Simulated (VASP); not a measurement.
# ZnS (P1) in VASP: notebook

ZnS is run at these levels: r2SCAN; tasks: single point.

Program: VASP 6.6.1. These are calculated values, not measurements. Logs are shortened: lines on timing, memory, paths and dates and some standing lists are left out, and cuts for length are marked.

**1. The cell of the first run**

The typed cell holds 4 atoms: a = 3.807 Å, b = 3.807 Å, c = 6.246 Å, α = 90.00°, β = 90.00°, γ = 120.00°.

**2. Single point, r2SCAN (atom 3 (S) moved -0.450 Å towards its neighbour atom 3 (S) at 3.807 Å)**

Contents of POSCAR:

```
ZnS
1.0
    3.8067217484      0.0000000000      0.0000000000
   -1.9033608742      3.2967177392      0.0000000000
    0.0000000000      0.0000000000      6.2457351519
Zn S
2 2
Direct
    0.3333333333      0.6666666667      0.0053880718
    0.6666666667      0.3333333333      0.5053880718
    0.4515452831      0.7848786164      0.3796119282
    0.6666666667      0.3333333333      0.8796119282
```

Contents of INCAR.step1:

```
PREC = Accurate
ENCUT = 520
ISMEAR = 0
SIGMA = 0.05
LREAL = False
LASPH = True
NELM = 100
NBANDS = 26
GGA = PE
ALGO = Normal
EDIFF = 1E-4
LWAVE = True
LCHARG = False
```

Contents of INCAR.step2:

```
PREC = Accurate
ENCUT = 520
EDIFF = 1E-7
ISMEAR = 0
SIGMA = 0.05
LREAL = False
LASPH = True
NELM = 100
ALGO = Normal
ISIF = 2
LWAVE = False
LCHARG = True
METAGGA = R2SCAN
LMIXTAU = True
LELF = True
LVHAR = True
NBANDS = 26
ISTART = 1
```

Contents of KPOINTS:

```
Automatic mesh
0
Gamma
  6 6 4
```

Potentials or basis: VASP PAW PBE potentials, release 64 (Zn, S).

Run with:

```sh
$ cat potpaw_PBE.64/Zn/POTCAR potpaw_PBE.64/S/POTCAR > POTCAR
$ cp INCAR.step1 INCAR
$ mpirun -np 1 vasp_std > vasp.out
$ cp INCAR.step2 INCAR
$ mpirun -np 1 vasp_std > vasp.out
```

OUTCAR:

```text
PREC = Accurate
   ENCUT = 520
   EDIFF = 1E-7
   ISMEAR = 0
   LREAL = False
   LASPH = True
   NELM = 100
   ISIF = 2
   METAGGA = R2SCAN
   ISTART = 1

 ion  position               nearest neighbor table
   1  0.333  0.667  0.005-   4 2.33   4 2.33   4 2.33   3 2.38
   2  0.667  0.333  0.505-   3 1.98   4 2.34   3 2.38   3 2.71
   3  0.452  0.785  0.380-   2 1.98   2 2.38   1 2.38   2 2.71
   4  0.667  0.333  0.880-   1 2.33   1 2.33   1 2.33   2 2.34

  LATTYP: Found a hexagonal cell.
 ALAT       =     3.8067217484
 C/A-ratio  =     1.6407122886

  Lattice vectors:

 A1 = (   3.8067217484,   0.0000000000,   0.0000000000)
 A2 = (  -1.9033608742,   3.2967177392,   0.0000000000)
 A3 = (   0.0000000000,   0.0000000000,   6.2457351519)

Analysis of symmetry for initial positions (statically):
=====================================================================
 Subroutine PRICEL returns:
 Original cell was already a primitive cell.

 Routine SETGRP: Setting up the symmetry group for a
 hexagonal supercell.

 Subroutine GETGRP returns: Found  1 space group operations
 (whereof  1 operations were pure point group operations)
 out of a pool of 24 trial point group operations.

The static configuration has the point symmetry C_1 .

Analysis of symmetry for dynamics (positions and initial velocities):
=====================================================================
 Subroutine PRICEL returns:
 Original cell was already a primitive cell.

 Routine SETGRP: Setting up the symmetry group for a
 hexagonal supercell.

 Subroutine GETGRP returns: Found  1 space group operations
 (whereof  1 operations were pure point group operations)
 out of a pool of 24 trial point group operations.

The dynamic configuration has the point symmetry C_1 .

 Subroutine INISYM returns: Found  1 space group operations
 (whereof  1 operations are pure point group operations),
 and found     1 'primitive' translations

----------------------------------------------------------------------------------------

                                     Primitive cell

  volume of cell :      78.3820

  direct lattice vectors                    reciprocal lattice vectors
     3.806721748  0.000000000  0.000000000     0.262693222  0.151666002  0.000000000
    -1.903360874  3.296717739  0.000000000     0.000000000  0.303332004  0.000000000
[... 87 lines left out ...]
   ENCUT  =  520.0 eV  38.22 Ry    6.18 a.u.   7.08  7.08 11.61*2*pi/ulx,y,z
   NELM   =    100;   NELMIN=  2; NELMDL=  0     # of ELM steps
   EDIFF  = 0.1E-06   stopping-criterion for ELM
   LREAL  =      F    real-space projection
   EDIFFG = 0.1E-05   stopping-criterion for IOM
   NSW    =      0    number of steps for IOM
   IBRION =     -1    ionic relax: 0-MD 1-quasi-New 2-CG
   NFREE  =      0    steps in history (QN), initial steepest desc. (CG)
   ISIF   =      2    stress and relaxation
   ISYM   =      2    0-nonsym 1-usesym 2-fastsym
   POTIM  = 0.5000    time-step for ionic-motion
   TEBEG  =    0.0;   TEEND  =   0.0 temperature during run
   PSTRESS=    0.0 pullay stress
   NELECT =      36.0000    total number of electrons
   NUPDOWN=      -1.0000    fix difference up-down
   EMIN   =  10.00;   EMAX   =-10.00  energy-range for DOS
   EFERMI =   0.00;   METHOD = LEGACY
   ISMEAR =     0;   SIGMA  =   0.05  broadening in eV -4-tet -1-fermi 0-gaus
   EFERMI_NEDOS =   21; number of points for ismear=-14 and -15
   IALGO  =     38    algorithm
   IMIX   =      4    mixing-type and parameters
     AMIX     =   0.40;   BMIX     =  1.00
     AMIX_MAG =   1.60;   BMIX_MAG =  1.00
  volume/ion in A,a.u.               =      19.60       132.24
  Fermi-wavevector in a.u.,A,eV,Ry     =   1.263097  2.386908 21.706940  1.595415
  Thomas-Fermi vector in A             =   2.396472
   LORBIT       =      0    0 simple, 1 ext, 2 COOP (PROOUT), +10 PAW based schemes
   METAGGA = R2SCAN    functional components
   LHFCALC =     F    Hartree Fock is set to
   AEXX    =    0.0000 exact exchange contribution
   IVDW    =     0    specifies the selected vdW correction
   LEPSILON=     F    determine dielectric tensor
   LRPA    =     F    only Hartree local field effects (RPA)
 non-spin polarized calculation
 Gauss-broadening in eV      SIGMA  =   0.05
  energy-cutoff  :      520.00
  volume of cell :       78.38
 maximum number of plane-waves:      2130
   NGX = 15   NGY = 15   NGZ = 23

 number of electron      35.9999994 magnetization

 Free energy of the ion-electron system (eV)
  ---------------------------------------------------
  ext. energy  EPLUGINS =         0.00000000
  ---------------------------------------------------
  free energy    TOTEN  =       -36.94974906 eV

  energy without entropy =      -36.94974906  energy(sigma->0) =      -36.94974906

 E-fermi :   2.2729     XC(G=0): -10.3004

 val. band max:        1.9888352041   @ k =   0.0000   0.0000   0.0000
 cond. band min:       4.6653422572   @ k =   0.0000   0.0000   0.0000
 fundamental gap:      2.6765070532
 Fermi energy:         2.2728539877

 k-point     1 :       0.0000    0.0000    0.0000
  band No.  band energies     occupation
      1     -11.9478      2.00000
      2     -10.9843      2.00000
      3      -5.1472      2.00000
      4      -4.8762      2.00000
      5      -4.7096      2.00000
      6      -4.6036      2.00000
[... 685 lines left out ...]
     25      10.7809      0.00000
     26      11.2650      0.00000

 [... further k-points ...]

------------------------ aborting loop because EDIFF is reached ----------------------------------------

  FORCE on cell =-STRESS in cart. coord.  units (eV):
  Direction    XX          YY          ZZ          XY          YZ          ZX
  --------------------------------------------------------------------------------------
  -------------------------------------------------------------------------------------
  Total       -1.0290926      6.1381059      0.8966729     -1.1521345      2.8678896     -0.3329569
  in kB      -21.0352938    125.4667052     18.3285524    -23.5503465     58.6214485     -6.8058467
  external PRESSURE =      40.9199879 kB  Pullay stress =       0.0000000 kB

 VOLUME and BASIS-vectors are now :
 -----------------------------------------------------------------------------
  energy-cutoff  :      520.00
  volume of cell :       78.38
      direct lattice vectors                 reciprocal lattice vectors
     3.806721748  0.000000000  0.000000000     0.262693222  0.151666002  0.000000000
    -1.903360874  3.296717739  0.000000000     0.000000000  0.303332004  0.000000000
     0.000000000  0.000000000  6.245735152     0.000000000  0.000000000  0.160109255

 POSITION                                       TOTAL-FORCE (eV/Angst)
 -----------------------------------------------------------------------------------
     -0.00000      2.19781      0.03365         0.053522      0.133716      0.134230
      1.90336      1.09891      3.15652        -0.250944      4.110095      1.440722
      0.22500      2.58752      2.37096         0.128965     -4.518935     -1.623155
      1.90336      1.09891      5.49382         0.068457      0.275124      0.048203
 -----------------------------------------------------------------------------------
    total drift:                                0.008495     -0.005664      0.013757

  FREE ENERGIE OF THE ION-ELECTRON SYSTEM (eV)
  ---------------------------------------------------
  free  energy   TOTEN  =       -36.9497490565 eV

  energy  without entropy=      -36.9497490565  energy(sigma->0) =      -36.94974906
```

Wall time 11 min (1 thread of Intel Xeon 8259CL, shared host); peak memory 0.28 GiB.

Results:

```yaml
Free_energy: -36.9497 eV
Pressure: 4.1 GPa
Largest_force: 4.803 eV/Å
Band_gap_on_the_k_mesh: 2.68 eV
```

Forces on the atoms (eV/Å):
```
Zn   0.054  0.134  0.134
Zn  -0.251  4.110  1.441
S    0.129 -4.519 -1.623
S    0.068  0.275  0.048
```

Caveat: the cell differs from its parent crystal (atom 3 (S) moved -0.450 Å towards its neighbour atom 3 (S) at 3.807 Å); the stress differs along the axes, from -2 to 13 GPa; the PAW data sets were made with another functional, which shifts forces and pressure a little.

(Continued in part 2 of 2.)
